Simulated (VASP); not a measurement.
Wanted: the native input for a VASP 6.6.1 run.

| Quantity | Value |
| --- | --- |
| Task | single point |
| Functional | PBE |
| Potentials or basis | VASP PAW PBE potentials, release 64 (Ga_d, Sb, As) |
| Cutoff | 520 eV |
| k mesh | 12 × 12 × 4 |
| Occupations | gaussian, width 0.1 eV |
| Spin | no spin polarisation |
| Dipole correction | no |
| Further INCAR settings | ALGO = Normal; EDIFF = 1e-06; NBANDS = 36 |

The structure of Ga3Sb2As lies in POSCAR:

```
Ga3Sb2As
1.0
    4.2905745847      0.0000000000      0.0000000000
   -2.1452872923      3.7157465872      0.0000000000
    0.0000000000      0.0000000000     10.5020552346
Ga Sb As
3 2 1
Direct
    0.0000000000      0.0000000000      0.9876693672
    0.3333333333      0.6666666667      0.6789832760
    0.6666666667      0.3333333333      0.3339951101
    0.6666666667      0.3333333333      0.5890215980
    0.0000000000      0.0000000000      0.2442672744
    0.3333333333      0.6666666667      0.9160633743
```

One way to write it, as run:

INCAR

```
ALGO = Normal ; EDIFF = 1E-6
ENCUT = 520 ; GGA = PE
ISIF = 2 ; ISMEAR = 0
LASPH = T ; LCHARG = F
LREAL = F ; LWAVE = F
NBANDS = 36 ; NELM = 60
PREC = Accurate ; SIGMA = 0.1
```

KPOINTS

```
k-points
0
Gamma
  12 12 4
```

Potentials or basis: VASP PAW PBE potentials, release 64 (Ga_d, Sb, As).

Command:

```sh
$ cat potpaw_PBE.64/Ga_d/POTCAR potpaw_PBE.64/Sb/POTCAR potpaw_PBE.64/As/POTCAR > POTCAR
$ mpirun -np 1 vasp_std > vasp.out
```

It gave:

```yaml
Pressure: 0.1 GPa
Largest_force: 0.011 eV/Å
Band_gap_on_the_k_mesh: zero (band 27 reaches 4.29 eV, above the bottom of band 28 at 4.17 eV)
```

Caveat: spin-orbit coupling is left out, which moves the levels of the heavy elements.

It took 3 min on 1 thread of Intel(R) Xeon(R) Platinum 8559C (Emerald Rapids), with other jobs on the host, peak memory 0.53 GiB.
